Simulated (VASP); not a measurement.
Write the native input for VASP 6.6.1 that does the following.

```
Task                   : single point
Functional             : PBE
Potentials or basis    : VASP PAW PBE potentials, release 64 (Ag, Ir, C, N)
Cutoff                 : 520 eV
k mesh                 : 4 × 4 × 4
Occupations            : gaussian, width 0.1 eV
Spin                   : collinear spin
Starting moments       : [0.0, 1.0, 0.0, 0.0, 0.0, 0.0, 0.0, 0.0, 0.0, 0.0, 0.0, 0.0, 0.0, 0.0] μB
Dipole correction      : no
Further INCAR settings : ALGO = Normal; EDIFF = 1e-07; NBANDS = 54
```

The structure of AgIrC6N6 lies in POSCAR:

```
AgIrC6N6
1.0
    0.0000000000      5.1995000000      5.1995000000
    5.1995000000      0.0000000000      5.1995000000
    5.1995000000      5.1995000000      0.0000000000
Ag Ir C N
1 1 6 6
Direct
    0.0000000000      0.0000000000      0.0000000000
    0.5000000000      0.5000000000      0.5000000000
    0.8055582300      0.1944417700      0.1944417700
    0.1944417700      0.8055582300      0.1944417700
    0.1944417700      0.1944417700      0.8055582300
    0.1944417700      0.8055582300      0.8055582300
    0.8055582300      0.1944417700      0.8055582300
    0.8055582300      0.8055582300      0.1944417700
    0.6930474100      0.3069525900      0.3069525900
    0.3069525900      0.6930474100      0.3069525900
    0.3069525900      0.3069525900      0.6930474100
    0.3069525900      0.6930474100      0.6930474100
    0.6930474100      0.3069525900      0.6930474100
    0.6930474100      0.6930474100      0.3069525900
```

The input as run:

INCAR

```
ALGO = Normal ; EDIFF = 1E-7
ENCUT = 520 ; GGA = PE
ISIF = 2 ; ISMEAR = 0
ISPIN = 2 ; LASPH = T
LCHARG = F ; LMAXMIX = 4
LORBIT = 11 ; LREAL = F
LWAVE = F ; MAGMOM = 0 1 0 0 0 0 0 0 0 0 0 0 0 0
NBANDS = 54 ; NELM = 150
PREC = Accurate ; SIGMA = 0.1
```

KPOINTS

```
k-points
0
Gamma
  4 4 4
```

Potentials or basis: VASP PAW PBE potentials, release 64 (Ag, Ir, C, N).

Launch:

```bash
$ cat potpaw_PBE.64/Ag/POTCAR potpaw_PBE.64/Ir/POTCAR potpaw_PBE.64/C/POTCAR potpaw_PBE.64/N/POTCAR > POTCAR
$ mpirun -np 1 vasp_std > vasp.out
```

Results of the run:

```json
{
 "Pressure": "5.3 GPa",
 "Largest force": "2.697 eV/Å",
 "Band gap on the k mesh": "zero (filled and empty bands overlap)",
 "Net moment": "0.00 μB per cell",
 "Valence electrons inside the program's atomic spheres": "Ag 10.46; Ir 8.52; C 2.58; N 3.90"
}
```

Caveat: the cell stands under pressure; spin-orbit coupling is left out, which moves the levels of the heavy elements; forces of over 1 eV/Å act on the atoms, so gaps and moduli don't describe the material at rest.

Wall time 5 min on 1 thread of AMD EPYC 9R45 96-Core Processor (Zen 5), on a shared host, peak memory 0.64 GiB.
